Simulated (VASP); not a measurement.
# Al2H (P4/mmm) in VASP: single point with PBE

Aim: the single point of Al2H with PBE.

All numbers are computed with VASP 6.6.1; they aren't measurements. Logs are shortened: lines on timing, memory, paths and dates and some standing lists are left out, and cuts for length are marked.

## Step 1: The cell of the first run

Symmetry: P4/mmm, No. 123, tetragonal system. The conventional cell has a = 2.818 Å, b = 2.818 Å, c = 5.368 Å, α = 90.00°, β = 90.00°, γ = 90.00°. Al (site symmetry 4/mmm) has 6 Al at 2.68 to 2.82 Å and 8 H at 3.34 Å within 3.5 Å. Al (site symmetry 4/mmm) has 4 H at 1.99 Å and 2 Al at 2.68 Å within 2.7 Å. Within 2.6 Å of H (site symmetry 4/mmm) lie 4 Al at 1.99 Å.

The cell was generated, and may not be a known phase.

## Step 2: Single point, PBE

INCAR

```
SYSTEM = Al2H
ALGO = Normal ; EDIFF = 1E-6
ENCUT = 500 ; GGA = PE
GGA_COMPAT = .FALSE. ; ISIF = 2
ISMEAR = 0 ; LASPH = .TRUE.
LCHARG = .FALSE. ; LREAL = .FALSE.
LWAVE = .FALSE. ; NBANDS = 10
NELM = 120 ; PREC = Accurate
SIGMA = 0.2
```

KPOINTS

```
k-points
0
G
  6 6 4
  0 0 0
```

POSCAR

```
Al2H
1.0
    2.8183508425      0.0000000000      0.0000000000
    0.0000000000      2.8183508425      0.0000000000
    0.0000000000      0.0000000000      5.3682048877
Al H
2 1
Direct
    0.0000000000      0.0000000000      0.5000000000
    0.0000000000      0.0000000000      0.0000000000
    0.5000000000      0.5000000000      0.0000000000
```

Potentials or basis: VASP PAW PBE potentials, release 64 (Al, H).

On the command line:

```sh
> cat potpaw_PBE.64/Al/POTCAR potpaw_PBE.64/H/POTCAR > POTCAR
> mpirun -np 1 vasp_std > vasp.out
```

OUTCAR:

```text
SYSTEM = Al2H
   EDIFF = 1E-6
   ENCUT = 500
   GGA = PE
   ISIF = 2
   ISMEAR = 0
   LASPH = .TRUE.
   LREAL = .FALSE.
   NELM = 120
   PREC = Accurate

 ion  position               nearest neighbor table
   1  0.000  0.000  0.500-   2 2.68   2 2.68
   2  0.000  0.000  0.000-   3 1.99   3 1.99   3 1.99   3 1.99   1 2.68   1 2.68
   3  0.500  0.500  0.000-   2 1.99   2 1.99   2 1.99   2 1.99

  LATTYP: Found a simple tetragonal cell.
 ALAT       =     2.8183508425
 C/A-ratio  =     1.9047326567

  Lattice vectors:

 A1 = (   2.8183508425,   0.0000000000,   0.0000000000)
 A2 = (   0.0000000000,   2.8183508425,   0.0000000000)
 A3 = (   0.0000000000,   0.0000000000,   5.3682048877)

Analysis of symmetry for initial positions (statically):
=====================================================================
 Subroutine PRICEL returns:
 Original cell was already a primitive cell.

 Routine SETGRP: Setting up the symmetry group for a
 simple tetragonal supercell.

 Subroutine GETGRP returns: Found 16 space group operations
 (whereof 16 operations were pure point group operations)
 out of a pool of 16 trial point group operations.

The static configuration has the point symmetry D_4h.

Analysis of symmetry for dynamics (positions and initial velocities):
=====================================================================
 Subroutine PRICEL returns:
 Original cell was already a primitive cell.

 Routine SETGRP: Setting up the symmetry group for a
 simple tetragonal supercell.

 Subroutine GETGRP returns: Found 16 space group operations
 (whereof 16 operations were pure point group operations)
 out of a pool of 16 trial point group operations.

The dynamic configuration has the point symmetry D_4h.

 Subroutine INISYM returns: Found 16 space group operations
 (whereof 16 operations are pure point group operations),
 and found     1 'primitive' translations

----------------------------------------------------------------------------------------

                                     Primitive cell

  volume of cell :      42.6402

  direct lattice vectors                    reciprocal lattice vectors
     2.818350843  0.000000000  0.000000000     0.354817429  0.000000000  0.000000000
     0.000000000  2.818350843  0.000000000     0.000000000  0.354817429  0.000000000
     0.000000000  0.000000000  5.368204888     0.000000000  0.000000000  0.186282011

  length of vectors
     2.818350843  2.818350843  5.368204888     0.354817429  0.354817429  0.186282011
[... 91 lines left out ...]
   POTIM  = 0.5000    time-step for ionic-motion
   TEBEG  =    0.0;   TEEND  =   0.0 temperature during run
   PSTRESS=    0.0 pullay stress
   NELECT =       7.0000    total number of electrons
   NUPDOWN=      -1.0000    fix difference up-down
   EMIN   =  10.00;   EMAX   =-10.00  energy-range for DOS
   EFERMI =   0.00;   METHOD = LEGACY
   ISMEAR =     0;   SIGMA  =   0.20  broadening in eV -4-tet -1-fermi 0-gaus
   EFERMI_NEDOS =   21; number of points for ismear=-14 and -15
   IALGO  =     38    algorithm
   IMIX   =      4    mixing-type and parameters
     AMIX     =   0.40;   BMIX     =  1.00
     AMIX_MAG =   1.60;   BMIX_MAG =  1.00
  volume/ion in A,a.u.               =      14.21        95.92
  Fermi-wavevector in a.u.,A,eV,Ry     =   0.896398  1.693948 10.932693  0.803530
  Thomas-Fermi vector in A             =   2.018852
   LORBIT       =      0    0 simple, 1 ext, 2 COOP (PROOUT), +10 PAW based schemes
   GGA     = PE    functional components
   LHFCALC =     F    Hartree Fock is set to
   AEXX    =    0.0000 exact exchange contribution
   IVDW    =     0    specifies the selected vdW correction
   LEPSILON=     F    determine dielectric tensor
   LRPA    =     F    only Hartree local field effects (RPA)
 non-spin polarized calculation
 Gauss-broadening in eV      SIGMA  =   0.20
  energy-cutoff  :      500.00
  volume of cell :       42.64
 maximum number of plane-waves:      1093
 NGX is ok and might be reduce to    24
   NGX = 11   NGY = 11   NGZ = 19

 number of electron       6.9999999 magnetization

 Free energy of the ion-electron system (eV)
  ---------------------------------------------------
  ext. energy  EPLUGINS =         0.00000000
  ---------------------------------------------------
  free energy    TOTEN  =        -9.87166514 eV

  energy without entropy =       -9.83989740  energy(sigma->0) =       -9.85578127

 E-fermi :   5.5282     XC(G=0):  -9.5354

 val. band max:        5.5143305033   @ k =   0.0000   0.0000   0.5000
 cond. band min:       5.5520434757   @ k =   0.5000   0.5000   0.5000
 fundamental gap:      0.0377129724
 Fermi energy:         5.5282371620

 k-point     1 :       0.0000    0.0000    0.0000
  band No.  band energies     occupation
      1      -5.1599      2.00000
      2      -0.5514      2.00000
      3       1.5938      2.00000
      4      10.4746      0.00000
      5      12.8020      0.00000
      6      13.0469      0.00000
      7      13.0469      0.00000
      8      15.1516      0.00000
      9      15.6830      0.00000
     10      16.7960      0.00000
[... 287 lines left out ...]
 k-point    24 :       0.5000    0.0000    0.5000
  band No.  band energies     occupation
      1      -1.2362      2.00000
      2       0.9493      2.00000
      3       1.4922      2.00000
      4       2.7927      2.00000
      5      10.3516      0.00000
      6      10.6787      0.00000
      7      11.2592      0.00000
      8      12.3162      0.00000
      9      16.5545      0.00000
     10      17.3085      0.00000

 [... further k-points ...]

------------------------ aborting loop because EDIFF is reached ----------------------------------------

  FORCE on cell =-STRESS in cart. coord.  units (eV):
  Direction    XX          YY          ZZ          XY          YZ          ZX
  --------------------------------------------------------------------------------------
  -------------------------------------------------------------------------------------
  Total       -0.0888570     -0.0888570      0.0642521      0.0000000      0.0000000      0.0000000
  in kB       -3.3387420     -3.3387420      2.4142299      0.0000000      0.0000000      0.0000000
  external PRESSURE =      -1.4210847 kB  Pullay stress =       0.0000000 kB

 VOLUME and BASIS-vectors are now :
 -----------------------------------------------------------------------------
  energy-cutoff  :      500.00
  volume of cell :       42.64
      direct lattice vectors                 reciprocal lattice vectors
     2.818350843  0.000000000  0.000000000     0.354817429  0.000000000  0.000000000
     0.000000000  2.818350843  0.000000000     0.000000000  0.354817429  0.000000000
     0.000000000  0.000000000  5.368204888     0.000000000  0.000000000  0.186282011

 POSITION                                       TOTAL-FORCE (eV/Angst)
 -----------------------------------------------------------------------------------
      0.00000      0.00000      2.68410         0.000000      0.000000      0.000000
      0.00000      0.00000      0.00000         0.000000      0.000000      0.000000
      1.40918      1.40918      0.00000         0.000000      0.000000      0.000000
 -----------------------------------------------------------------------------------
    total drift:                                0.000000     -0.000000     -0.000000

  FREE ENERGIE OF THE ION-ELECTRON SYSTEM (eV)
  ---------------------------------------------------
  free  energy   TOTEN  =        -9.8716651362 eV

  energy  without entropy=       -9.8398974001  energy(sigma->0) =       -9.85578127
```

OSZICAR:

```text
N       E                     dE             d eps       ncg     rms          rms(c)
DAV:   1    -0.539251567536E+00   -0.53925E+00   -0.21860E+03   600   0.449E+02
DAV:   2    -0.977791536952E+01   -0.92387E+01   -0.88830E+01   864   0.639E+01
DAV:   3    -0.100776998707E+02   -0.29978E+00   -0.29614E+00   772   0.937E+00
DAV:   4    -0.100794935552E+02   -0.17937E-02   -0.17931E-02   776   0.800E-01
DAV:   5    -0.100795152266E+02   -0.21671E-04   -0.21672E-04   726   0.868E-02    0.277E+00
DAV:   6    -0.990286998411E+01    0.17665E+00   -0.36775E-01   692   0.232E+00    0.137E+00
DAV:   7    -0.987180852199E+01    0.31061E-01   -0.11478E-01   680   0.163E+00    0.388E-01
DAV:   8    -0.987152682159E+01    0.28170E-03   -0.88482E-03   722   0.550E-01    0.167E-01
DAV:   9    -0.987168603248E+01   -0.15921E-03   -0.66713E-04   702   0.142E-01    0.474E-02
DAV:  10    -0.987166556549E+01    0.20467E-04   -0.54166E-05   718   0.369E-02    0.288E-02
DAV:  11    -0.987166523151E+01    0.33398E-06   -0.12085E-05   752   0.184E-02    0.443E-03
DAV:  12    -0.987166513622E+01    0.95291E-07   -0.55041E-07   378   0.434E-03
   1 F= -.98716651E+01 E0= -.98557813E+01  d E =-.317677E-01
```

Run time: 17 s. Hardware: 1 thread of Intel Xeon 8259CL, shared host; peak memory 0.15 GiB.

Results:

```yaml
Free_energy: -9.8717 eV
Pressure: -0.1 GPa
Band_gap_on_the_k_mesh: zero (an odd number of electrons rules out a gap without spin polarisation)
```

Levels at points of the mesh, in eV from the Fermi level:
| k point | band 1 | band 2 | band 3 | band 4 | band 5 | band 6 | band 7 | band 8 |
| --- | --- | --- | --- | --- | --- | --- | --- | --- |
| (0.00, 0.00, 0.00) | -10.69 | -6.08 | -3.93 | 4.95 | 7.27 | 7.52 | 7.52 | 9.62 |
| (0.50, 0.00, 0.00) | -6.93 | -5.59 | -1.67 | -0.68 | -0.58 | 2.02 | 9.84 | 9.93 |
| (0.50, 0.50, 0.00) | -3.98 | -1.18 | -1.18 | -1.06 | 2.34 | 2.47 | 2.47 | 4.11 |
| (0.00, 0.00, 0.50) | -10.25 | -7.94 | -0.01 | 1.50 | 8.07 | 8.15 | 8.15 | 8.38 |
| (0.50, 0.00, 0.50) | -6.76 | -4.58 | -4.04 | -2.74 | 4.82 | 5.15 | 5.73 | 6.79 |
| (0.50, 0.50, 0.50) | -3.93 | -0.44 | -0.44 | 0.02 | 0.22 | 0.47 | 0.47 | 3.35 |

Caveat: the k points lie up to 0.37 Å⁻¹ apart, too coarse for converged energies and pressures of a metal.

The gap in the log of VASP goes by the Fermi energy; the results here count the filled bands.